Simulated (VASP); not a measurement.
Set up this calculation in VASP 6.6.1, as the native input.

```
Task                   : single point
Functional             : revPBE
Potentials or basis    : VASP PAW PBE potentials, release 64 (Zr_sv)
Cutoff                 : 520 eV
k mesh                 : 15 × 15 × 4
Occupations            : fermi-dirac, width 0.1 eV
Spin                   : no spin polarisation
Dipole correction      : no
Further INCAR settings : ALGO = Normal; EDIFF = 1e-06; NBANDS = 32
```

The structure of Zr lies in POSCAR:

```
Zr
1.0
    3.2419458278      0.0000000000      0.0000000000
   -1.6209729139      2.8076074445      0.0000000000
    0.0000000000      0.0000000000     10.4816143921
Zr
4
Direct
    1.0000000000      1.0000000000      0.0000000000
    0.0000000000      0.0000000000      0.5000000000
    0.3333333333      0.6666666667      0.2500000000
    0.6666666667      0.3333333333      0.7500000000
```

The input as run:

INCAR

```
SYSTEM = Zr
ALGO = Normal
EDIFF = 1E-6
ENCUT = 520
GGA = RE
ISIF = 2
ISMEAR = -1
LASPH = .True.
LCHARG = .False.
LREAL = .False.
LWAVE = .False.
NBANDS = 32
NELM = 80
PREC = Accurate
SIGMA = 0.1
```

KPOINTS

```
k-points
0
Gamma
  15 15 4
  0 0 0
```

Potentials or basis: VASP PAW PBE potentials, release 64 (Zr_sv).

Command:

```sh
$ cat potpaw_PBE.64/Zr_sv/POTCAR > POTCAR
$ mpirun -np 1 vasp_std > vasp.out
```

It gave:

- Pressure: 0.0 GPa
- Band gap on the k mesh: zero (band 24 reaches 9.52 eV, above the bottom of band 25 at 8.24 eV)

Caveat: the PAW data sets were made with another functional, which shifts forces and pressure a little.

Wall time 2.1 min on 1 thread of AMD EPYC 9R45 96-Core Processor (Zen 5), with other jobs on the host, peak memory 0.28 GiB.
